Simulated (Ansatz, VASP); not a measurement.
## Al: VASP beside Ansatz

```xyz
2
Lattice="4.5467 0.0000 0.0000 -2.2734 3.9376 0.0000 0.0000 0.0000 2.7539" Properties=species:S:1:pos:R:3 pbc="T T T"
Al    0.0000    2.6251    1.3770
Al    2.2734    1.3125    1.3770
```

Alike in both runs: functional PBE-based screened hybrid with a share of 0.25 of exact exchange and HFSCREEN = 0.3; k mesh 4 × 4 × 5; occupations fermi-dirac, width 0.05 eV; no spin polarisation.

|  | VASP | Ansatz |
| --- | --- | --- |
| version | VASP 6.6.1 | Ansatz 0.2.0 |
| potentials or method | VASP PAW PBE potentials, release 64 (Al) | Ansatz PAW |
| plane-wave cutoff (eV) | 520 | 420 |
| valence electrons in the cell | 6 | 6 |
| task | single point | band structure |

```csv
,VASP,Ansatz,Ansatz less VASP
gap on the k mesh at the Fermi level (eV),none,none,-
pressure (GPa),0.3,0.4,+0.07
"traceless stress, the component that is largest in VASP (GPa)",2.67,2.57,-0.102
```

VASP's potentials were made for PBE, not for PBE-based screened hybrid. A gap of «none» marks a metal or a gap that the smearing closes.

The k mesh is coarse, so the values compare programs but aren't converged.
